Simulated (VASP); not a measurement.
# H2CO in VASP: a series of runs

The runs below take H2CO through single point, with PBE+D3(BJ).

Everything below comes from runs of VASP 6.6.1. Logs are shortened: lines on timing, memory, paths and dates and some standing lists are left out, and cuts for length are marked.

## Step 1: The cell of the first run

The cell holds a disordered packing, 32 atoms: a = 7.601 Å, b = 7.601 Å, c = 7.601 Å, α = 90.00°, β = 90.00°, γ = 90.00°.

## Step 2: Single point, PBE+D3(BJ)

INCAR reads:

```
ALGO     = Normal         # electronic algorithm
EDIFF    = 1E-6           # SCF threshold, eV
ENCUT    = 1000           # plane-wave cutoff, eV
GGA      = PE             # functional
GGA_COMPAT= F            
ISIF     = 2              # what is computed and relaxed
ISMEAR   = -1             # smearing method
IVDW     = 12             # dispersion correction
LASPH    = T              # aspherical terms in the spheres
LCHARG   = F              # write CHGCAR
LREAL    = Auto         
LWAVE    = F              # write WAVECAR
NBANDS   = 70             # bands
NELM     = 120            # most SCF steps
PREC     = Accurate       # precision mode
SIGMA    = 0.02           # smearing width, eV
```

KPOINTS reads:

```
k-points
0
Gamma
  1 1 1
```

POSCAR reads:

```
H2CO
1.0
    7.6012920000      0.0000000000      0.0000000000
    0.0000000000      7.6012920000      0.0000000000
    0.0000000000      0.0000000000      7.6012920000
O C H
8 8 16
Direct
    0.9985670857      1.0205370350      1.0029216086
   -0.0186021008      0.4402014815      0.3174986568
    0.6499158301      0.3218005571      0.6113434400
    0.5141494367      0.6082387047      0.1154145900
    0.2179103237      1.0901304673      0.6923822950
    0.5852426140      0.0240880103      1.0892358825
    0.2138583809      0.6589669230      0.6938162618
    0.7029331329      0.7602260247      0.5597601039
    0.9464969902      0.9384325717      0.8772061381
   -0.0141949553      0.3119732803      0.2266456808
    0.6225520609      0.3532952030      0.4556725357
    0.5675877206      0.6594536823     -0.0274163918
    0.2868591287      0.9783994616      0.5872554297
    0.5576420430      0.1458962503      0.9844247531
    0.2440374610      0.5344223061      0.5872948967
    0.7882081099      0.7984300564      0.4275852053
    0.8368972012      0.9892265683      0.7966540425
    1.0157220641      0.8177030957      0.8268857452
    0.0871430804      0.2820967804      0.1269784137
   -0.1230317162      0.2053072030      0.2223700918
    0.6600062200      0.4771557256      0.3991689834
    0.5754679599      0.2494839035      0.3518086136
    0.7038540290      0.6914350876     -0.0481102423
    0.4809971778      0.6707807041     -0.1436597884
    0.2034390996      0.9208697679      0.4803262393
    0.4294796200      0.9425897597      0.5930176081
    0.5547477981      0.2859382326      1.0322455709
    0.5393951449      0.1156382362      0.8442380585
    0.3461648362      0.5486961953      0.4729722263
    0.2034522552      0.3947486822      0.6095937375
    0.7376640708      0.8740750914      0.3199719206
    0.9188832635      0.7470308995      0.4094040855
```

Potentials or basis: VASP PAW PBE potentials, release 64 (O_h, C_h, H_h).

Launch:

```console
$ cat potpaw_PBE.64/O_h/POTCAR potpaw_PBE.64/C_h/POTCAR potpaw_PBE.64/H_h/POTCAR > POTCAR
$ mpirun -np 1 vasp_gam > vasp.out
```

OUTCAR:

```text
EDIFF = 1E-6
   ENCUT = 1000
   GGA = PE
   ISIF = 2
   ISMEAR = -1
   IVDW = 12
   LASPH = T
   LREAL = Auto
   NELM = 120
   PREC = Accurate
 IVDW          = 12

 ion  position               nearest neighbor table
   1  0.999  0.021  0.003-   9 1.21
   2  0.981  0.440  0.317-  10 1.20
   3  0.650  0.322  0.611-  11 1.23
   4  0.514  0.608  0.115-  12 1.22
   5  0.218  0.090  0.692-  13 1.28
   6  0.585  0.024  0.089-  14 1.24
   7  0.214  0.659  0.694-  15 1.27
   8  0.703  0.760  0.560-  16 1.23
   9  0.946  0.938  0.877-  17 1.10  18 1.12   1 1.21
  10  0.986  0.312  0.227-  19 1.10  20 1.16   2 1.20
  11  0.623  0.353  0.456-  21 1.07  22 1.17   3 1.23
  12  0.568  0.659  0.973-  23 1.08  24 1.11   4 1.22
  13  0.287  0.978  0.587-  26 1.12  25 1.12   5 1.28
  14  0.558  0.146  0.984-  28 1.10  27 1.13   6 1.24
  15  0.244  0.534  0.587-  30 1.12  29 1.17   7 1.27
  16  0.788  0.798  0.428-  31 1.07  32 1.08   8 1.23
  17  0.837  0.989  0.797-   9 1.10
  18  0.016  0.818  0.827-   9 1.12
  19  0.087  0.282  0.127-  10 1.10
  20  0.877  0.205  0.222-  10 1.16
  21  0.660  0.477  0.399-  11 1.07
  22  0.575  0.249  0.352-  11 1.17
[... 8 lines left out ...]
  31  0.738  0.874  0.320-  16 1.07
  32  0.919  0.747  0.409-  16 1.08

  LATTYP: Found a simple cubic cell.
 ALAT       =     7.6012920000

  Lattice vectors:

 A1 = (   7.6012920000,   0.0000000000,   0.0000000000)
 A2 = (   0.0000000000,   7.6012920000,   0.0000000000)
 A3 = (   0.0000000000,   0.0000000000,   7.6012920000)

Analysis of symmetry for initial positions (statically):
=====================================================================
 Subroutine PRICEL returns:
 Original cell was already a primitive cell.

 Routine SETGRP: Setting up the symmetry group for a
 simple cubic supercell.

 Subroutine GETGRP returns: Found  1 space group operations
 (whereof  1 operations were pure point group operations)
 out of a pool of 48 trial point group operations.

The static configuration has the point symmetry C_1 .

Analysis of symmetry for dynamics (positions and initial velocities):
=====================================================================
 Subroutine PRICEL returns:
 Original cell was already a primitive cell.

 Routine SETGRP: Setting up the symmetry group for a
 simple cubic supercell.

 Subroutine GETGRP returns: Found  1 space group operations
 (whereof  1 operations were pure point group operations)
 out of a pool of 48 trial point group operations.

The dynamic configuration has the point symmetry C_1 .

 Subroutine INISYM returns: Found  1 space group operations
 (whereof  1 operations are pure point group operations),
 and found     1 'primitive' translations

----------------------------------------------------------------------------------------

                                     Primitive cell

  volume of cell :     439.1999

  direct lattice vectors                    reciprocal lattice vectors
     7.601292000  0.000000000  0.000000000     0.131556583  0.000000000  0.000000000
     0.000000000  7.601292000  0.000000000     0.000000000  0.131556583  0.000000000
     0.000000000  0.000000000  7.601292000     0.000000000  0.000000000  0.131556583

  length of vectors
     7.601292000  7.601292000  7.601292000     0.131556583  0.131556583  0.131556583

  position of ions in fractional coordinates (direct lattice)
     0.998567086  0.020537035  0.002921609
     0.981397899  0.440201481  0.317498657
     0.649915830  0.321800557  0.611343440
     0.514149437  0.608238705  0.115414590
     0.217910324  0.090130467  0.692382295
     0.585242614  0.024088010  0.089235882
[... 24 lines left out ...]
     0.737664071  0.874075091  0.319971921
     0.918883263  0.747030899  0.409404086

  ion indices of the primitive-cell ions
   primitive index   ion index
                 1           1
                 2           2
                 3           3
                 4           4
                 5           5
                 6           6
[... 24 lines left out ...]
                31          31
                32          32

----------------------------------------------------------------------------------------

 KPOINTS: k-points

Automatic generation of k-mesh.
 Grid dimensions read from file:
 generate k-points for:    1    1    1

 Generating k-lattice:

  Cartesian coordinates                     Fractional coordinates (reciprocal lattice)
     0.131556583  0.000000000  0.000000000     1.000000000  0.000000000  0.000000000
     0.000000000  0.131556583  0.000000000     0.000000000  1.000000000  0.000000000
     0.000000000  0.000000000  0.131556583     0.000000000  0.000000000  1.000000000

  Length of vectors
     0.131556583  0.131556583  0.131556583

  Shift w.r.t. Gamma in fractional coordinates (k-lattice)
     0.000000000  0.000000000  0.000000000

 Subroutine IBZKPT returns following result:
 ===========================================

 Found      1 irreducible k-points:

 Following reciprocal coordinates:
            Coordinates               Weight
  0.000000  0.000000  0.000000      1.000000
   k-points           NKPTS =      1   k-points in BZ     NKDIM =      1   number of bands    NBANDS=     70
   number of dos      NEDOS =    301   number of ions     NIONS =     32
   total plane-waves  NPLWV = 512000
   dimension x,y,z NGX =    80 NGY =   80 NGZ =   80
   dimension x,y,z NGXF=   160 NGYF=  160 NGZF=  160
   ions per type =               8   8  16
   NGX,Y,Z   is equivalent  to a cutoff of  17.50, 17.50, 17.50 a.u.
   NGXF,Y,Z  is equivalent  to a cutoff of  34.99, 34.99, 34.99 a.u.
 SYSTEM =  unknown system
   PREC   = accura    normal or accurate (medium, high low for compatibility)
   ISTART =      0    job   : 0-new  1-cont  2-samecut
   ICHARG =      2    charge: 1-file 2-atom 10-const
   ISPIN  =      1    spin polarized calculation?
   LNONCOLLINEAR =      F non collinear calculations
   LSORBIT =      F    spin-orbit coupling
   LASPH  =      T    aspherical Exc in radial PAW
   ENCUT  = 1000.0 eV  73.50 Ry    8.57 a.u.  19.60 19.60 19.60*2*pi/ulx,y,z
   NELM   =    120;   NELMIN=  2; NELMDL= -5     # of ELM steps
   EDIFF  = 0.1E-05   stopping-criterion for ELM
   LREAL  =      T    real-space projection
   EDIFFG = 0.1E-04   stopping-criterion for IOM
   NSW    =      0    number of steps for IOM
   IBRION =     -1    ionic relax: 0-MD 1-quasi-New 2-CG
   NFREE  =      0    steps in history (QN), initial steepest desc. (CG)
   ISIF   =      2    stress and relaxation
   ISYM   =      2    0-nonsym 1-usesym 2-fastsym
   POTIM  = 0.5000    time-step for ionic-motion
   TEBEG  =    0.0;   TEEND  =   0.0 temperature during run
   PSTRESS=    0.0 pullay stress
   NELECT =      96.0000    total number of electrons
   NUPDOWN=      -1.0000    fix difference up-down
   EMIN   =  10.00;   EMAX   =-10.00  energy-range for DOS
   EFERMI =   0.00;   METHOD = LEGACY
   ISMEAR =    -1;   SIGMA  =   0.02  broadening in eV -4-tet -1-fermi 0-gaus
   EFERMI_NEDOS =   21; number of points for ismear=-14 and -15
   IALGO  =     38    algorithm
   IMIX   =      4    mixing-type and parameters
     AMIX     =   0.40;   BMIX     =  1.00
     AMIX_MAG =   1.60;   BMIX_MAG =  1.00
  volume/ion in A,a.u.               =      13.72        92.62
  Fermi-wavevector in a.u.,A,eV,Ry     =   0.986153  1.863560 13.231647  0.972499
  Thomas-Fermi vector in A             =   2.117513
   LORBIT       =      0    0 simple, 1 ext, 2 COOP (PROOUT), +10 PAW based schemes
   GGA     = PE    functional components
   LHFCALC =     F    Hartree Fock is set to
   AEXX    =    0.0000 exact exchange contribution
   IVDW    =    12    specifies the selected vdW correction
   LEPSILON=     F    determine dielectric tensor
   LRPA    =     F    only Hartree local field effects (RPA)
 non-spin polarized calculation
  energy-cutoff  :     1000.00
  volume of cell :      439.20
 maximum number of plane-waves:     15732
 NGX is ok and might be reduce to    80
   NGX = 39   NGY = 39   NGZ = 39

 number of electron      96.0000003 magnetization

 Free energy of the ion-electron system (eV)
  ---------------------------------------------------
  ext. energy  EPLUGINS =         0.00000000
  ---------------------------------------------------
  free energy    TOTEN  =      -178.33549043 eV

  energy without entropy =     -178.33549043  energy(sigma->0) =     -178.33549043

 E-fermi :  -1.9273     XC(G=0):  -6.4473

 val. band max:       -2.4333193911   @ k =   0.0000   0.0000   0.0000
 cond. band min:       0.1153110845   @ k =   0.0000   0.0000   0.0000
 fundamental gap:      2.5486304756
 Fermi energy:        -1.9273118837

 k-point     1 :       0.0000    0.0000    0.0000
  band No.  band energies     occupation
      1     -23.6206      2.00000
      2     -22.9965      2.00000
      3     -22.9651      2.00000
      4     -22.9359      2.00000
      5     -22.9138      2.00000
      6     -22.8886      2.00000
[... 52 lines left out ...]
     59       4.2683      0.00000
     60       4.5167      0.00000
 [bands above 60 left out]

------------------------ aborting loop because EDIFF is reached ----------------------------------------

 Edisp (eV)   -1.31536

 E8    (eV) :    -0.3052

  FORCE on cell =-STRESS in cart. coord.  units (eV):
  Direction    XX          YY          ZZ          XY          YZ          ZX
  --------------------------------------------------------------------------------------
  -------------------------------------------------------------------------------------
  Total      -0.01145    -5.83640    -6.65673     0.97010    -3.98142     1.76924
  in kB      -0.04176   -21.29087   -24.28340     3.53887   -14.52401     6.45408
  external pressure =      -15.21 kB  Pullay stress =        0.00 kB

 VOLUME and BASIS-vectors are now :
 -----------------------------------------------------------------------------
  energy-cutoff  :     1000.00
  volume of cell :      439.20
      direct lattice vectors                 reciprocal lattice vectors
     7.601292000  0.000000000  0.000000000     0.131556583  0.000000000  0.000000000
     0.000000000  7.601292000  0.000000000     0.000000000  0.131556583  0.000000000
     0.000000000  0.000000000  7.601292000     0.000000000  0.000000000  0.131556583

 POSITION                                       TOTAL-FORCE (eV/Angst)
 -----------------------------------------------------------------------------------
      7.59040      0.15611      0.02221         0.025429     -0.129953      0.603414
      7.45989      3.34610      2.41340         0.101560      0.954687      0.826419
      4.94020      2.44610      4.64700        -0.567824     -0.109927     -0.911869
      3.90820      4.62340      0.87730         0.148902     -0.061721     -0.423026
      1.65640      0.68511      5.26300         1.683827     -2.200287     -2.312811
      4.44860      0.18310      0.67831        -0.349041      1.248594     -0.881493
[... 24 lines left out ...]
      5.60720      6.64410      2.43220        -0.701838      0.839211     -0.764627
      6.98470      5.67840      3.11200         1.151966     -0.319304     -0.008121
 -----------------------------------------------------------------------------------
    total drift:                               -0.002817      0.000578      0.000775

  FREE ENERGIE OF THE ION-ELECTRON SYSTEM (eV)
  ---------------------------------------------------
  free  energy   TOTEN  =      -179.6508533936 eV

  energy  without entropy=     -179.6508533936  energy(sigma->0) =     -179.65085339
```

Run time: 3.2 min. Hardware: 1 thread of Intel Xeon Platinum 8488C (Sapphire Rapids), shared host; peak memory 0.89 GiB.

Results:

```
Free energy                : -179.6509 eV
Pressure                   : -1.5 GPa
Largest force              : 3.672 eV/Å
Band gap on the k mesh     : 2.55 eV
Dispersion energy per atom : -0.041 eV
```

Forces on the atoms (eV/Å):
```
O    0.025 -0.130  0.603
O    0.102  0.955  0.826
O   -0.568 -0.110 -0.912
O    0.149 -0.062 -0.423
O    1.684 -2.200 -2.313
O   -0.349  1.249 -0.881
O    0.365 -2.668 -2.496
O    0.342  0.576 -0.748
C    0.607 -0.111 -0.682
C   -1.016 -1.769 -1.084
C    0.355 -1.712  0.181
C   -1.039 -0.293  0.683
C   -1.583  2.194  1.853
C    0.376 -1.270  1.389
C    1.326  1.929  1.363
C   -0.819 -0.879  1.550
H   -0.336 -0.082 -0.150
H   -0.391  0.195  0.315
H    0.475  0.171  0.003
H    0.626  0.766  0.333
H   -0.045  1.004 -0.379
H    0.138  0.632  1.204
H    1.123  0.274 -0.167
H   -0.117  0.077 -0.011
H    0.372  0.056  0.195
H   -0.349  0.015 -0.025
H   -0.099 -0.296 -0.291
H   -0.113  0.354 -0.227
H   -1.278  0.277  0.866
H   -0.411  0.339  0.195
H   -0.702  0.839 -0.765
H    1.152 -0.319 -0.008
```

Caveat: the k points lie up to 0.83 Å⁻¹ apart; the atoms stand as in a frame of molecular dynamics.

## Step 3: Single point, PBE+D3(BJ)

INCAR reads:

```
SYSTEM = H2CO
PREC = Accurate
ENCUT = 1000
EDIFF = 1E-6
ISMEAR = -1
SIGMA = 0.02
LREAL = Auto
LASPH = .TRUE.
NELM = 120
ALGO = Normal
ISIF = 2
LWAVE = .FALSE.
LCHARG = .FALSE.
GGA = PE
IVDW = 12
NBANDS = 70
GGA_COMPAT = .FALSE.
```

KPOINTS reads:

```
Automatic mesh
0
G
  1 1 1
  0 0 0
```

POSCAR reads:

```
H2CO
1.0
    7.6012920000      0.0000000000      0.0000000000
    0.0000000000      7.6012920000      0.0000000000
    0.0000000000      0.0000000000      7.6012920000
O C H
8 8 16
Direct
    0.9610339926      0.8419884409      1.0028295190
   -0.0397169323      0.4395436986      0.2899638640
    0.5195432566      0.3619647818      0.6120801569
    0.5629437732      0.5664563340      0.0672911921
    0.3166040720      1.0520316809      0.7291260486
    0.5534585436      0.1302015499      1.1307814514
    0.2244881528      0.6313795076      0.7260081576
    0.7041171422      0.7741578668      0.4773004379
    0.9516276970      0.9360513976      0.8747986527
    0.0181548084      0.2991202022      0.2468790832
    0.6085939075      0.3682663421      0.4827731917
    0.5490382424      0.7140496642      0.0126425876
    0.3347194135      0.9577977007      0.5968590603
    0.6209602262      0.1687344730      0.9959491097
    0.2088066081      0.4913769922      0.6521128250
    0.7897078549      0.8487636049      0.3693582617
    1.0324692171      1.0624246510      0.8668000124
    0.8709572004      0.9095427462      0.7503592810
   -0.0729086582      0.1906649554      0.1954667706
    0.1576705644      0.2652575378      0.2592585576
    0.5645750749      0.4386885808      0.3615701120
    0.7400978676      0.2999753200      0.4914953932
    0.6652158607      0.8073890596      0.0183258320
    0.4266379979      0.7731580368     -0.0520569398
    0.2464317908      0.9806753904      0.4843650264
    0.4184946454      0.8410675448      0.5795199027
    0.6558753433      0.3020539140      0.9481940702
    0.6740696187      0.0731717713      0.8959661068
    0.1963876667      0.4874302947      0.5046378958
    0.1846133526      0.3643854229      0.7237848513
    0.8676288189      0.9751500140      0.3928542674
    0.8071917248      0.8004034051      0.2265535912
```

Potentials or basis: VASP PAW PBE potentials, release 64 (O_h, C_h, H_h).

Launch:

```console
$ cat potpaw_PBE.64/O_h/POTCAR potpaw_PBE.64/C_h/POTCAR potpaw_PBE.64/H_h/POTCAR > POTCAR
$ mpirun -np 1 vasp_gam > vasp.out
```

Wall time 3.2 min (1 thread of Intel Xeon Platinum 8488C (Sapphire Rapids), shared host); peak memory 0.91 GiB.

It converged, with:

```
Free energy                : -179.4663 eV
Pressure                   : 0.3 GPa
Largest force              : 3.066 eV/Å
Band gap on the k mesh     : 2.60 eV
Dispersion energy per atom : -0.041 eV
```

Forces on the atoms (eV/Å):
```
O   -0.106 -0.106 -0.239
O   -0.116  0.704  0.159
O   -1.255  0.074  1.504
O   -0.208 -0.872  0.284
O    0.689 -1.296 -1.292
O   -0.979 -0.545  1.747
O    0.068  0.370  0.468
O   -0.679 -0.431  1.182
C    0.557  0.924 -0.770
C   -0.793 -0.991 -0.399
C    1.062 -0.148 -0.829
C   -0.036  1.792 -0.810
C   -1.123  0.852  1.342
C    1.676  0.587 -2.500
C   -0.593 -0.338 -0.693
C    1.335  0.523 -2.434
H   -0.411 -0.527  0.053
H    0.278 -0.262  0.801
H    0.541  0.469  0.142
H    0.590 -0.146 -0.039
H    0.418 -0.241  0.023
H   -0.256  0.339 -0.670
H   -0.556 -0.372  0.007
H    0.486 -0.633  0.438
H   -0.156  0.163 -0.497
H    0.554  0.225  0.444
H   -0.525  0.535  0.494
H   -0.404 -0.536  0.260
H    0.230 -0.179  0.350
H    0.311  0.255 -0.108
H   -0.368 -0.380  0.337
H   -0.232  0.190  1.246
```

Stress tensor (GPa, compression positive):
```
 0.63  0.19 -1.30
 0.19 -0.06 -0.59
-1.30 -0.59  0.36
```

Levels at points of the mesh, in eV from the valence-band top:
```tsv
k point	band 45	band 46	band 47	band 48	band 49	band 50	band 51	band 52
(0.00, 0.00, 0.00)	-0.50	-0.41	-0.09	0.00	2.60	2.90	3.07	3.15
```

Caveat: the k points lie up to 0.83 Å⁻¹ apart.
